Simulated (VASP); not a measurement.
Set up this calculation in VASP 6.6.1, as the native input.

```
Task                   : single point
Functional             : r2SCAN
Potentials or basis    : VASP PAW PBE potentials, release 64 (Ta_sv_GW, N)
Cutoff                 : 660 eV
k mesh                 : 10 × 10 × 4
Occupations            : fermi-dirac, width 0.05 eV
Spin                   : no spin polarisation
Dipole correction      : no
Second run             : valence_matched
Further INCAR settings : ALGO = Normal; EDIFF = 1e-06; NBANDS = 30
```

Crystal: Ta3N.

```xyz
4
Lattice="3.0523 0.0000 0.0000 -1.5262 2.6434 0.0000 0.0000 0.0000 7.5740" Properties=species:S:1:pos:R:3 pbc="T T T"
Ta    1.5262    0.8811    6.2566
Ta    0.0000    1.7622    1.3173
Ta    0.0000    0.0000    3.7870
N     0.0000    0.0000    0.0000
```

These files were run (other wordings do the same):

POSCAR

```
Ta3N
1.0
    3.0523055267      0.0000000000      0.0000000000
   -1.5261527634      2.6433741262      0.0000000000
    0.0000000000      0.0000000000      7.5739671740
Ta N
3 1
Direct
    0.6666666667      0.3333333333      0.8260700000
    0.3333333333      0.6666666667      0.1739300000
    0.0000000000      0.0000000000      0.5000000000
    0.0000000000      0.0000000000      0.0000000000
```

INCAR.step1

```
  PREC = Accurate
  ENCUT = 660
  ISMEAR = -1
  SIGMA = 0.05
  LREAL = F
  LASPH = T
  NELM = 120
  NBANDS = 30
  GGA = PE
  ALGO = Normal
  EDIFF = 1E-5
  LWAVE = T
  LCHARG = F
  GGA_COMPAT = F
```

INCAR.step2

```
  PREC = Accurate
  ENCUT = 660
  EDIFF = 1E-6
  ISMEAR = -1
  SIGMA = 0.05
  LREAL = F
  LASPH = T
  NELM = 120
  ALGO = Normal
  ISIF = 2
  LWAVE = F
  LCHARG = F
  METAGGA = R2SCAN
  LMIXTAU = T
  NBANDS = 30
  ISTART = 1
  GGA_COMPAT = F
```

KPOINTS

```
regular mesh
0
Gamma
  10 10 4
```

Potentials or basis: VASP PAW PBE potentials, release 64 (Ta_sv_GW, N).

The run is started by

```sh
$ cat potpaw_PBE.64/Ta_sv_GW/POTCAR potpaw_PBE.64/N/POTCAR > POTCAR
$ cp INCAR.step1 INCAR
$ mpirun -np 1 vasp_std > vasp.out
$ cp INCAR.step2 INCAR
$ mpirun -np 1 vasp_std > vasp.out
```

Results of the run:

* Pressure: -9.0 GPa
* Largest force: 0.144 eV/Å
* Band gap on the k mesh: zero (band 22 reaches 11.11 eV, above the bottom of band 23 at 10.59 eV)

Caveat: the PAW data sets were made with another functional, which shifts forces and pressure a little; spin-orbit coupling is left out, which moves the levels of the heavy elements.

It took 4.5 min on 1 thread of Intel(R) Xeon(R) 6975P-C (Granite Rapids), on a shared host, peak memory 0.3 GiB.
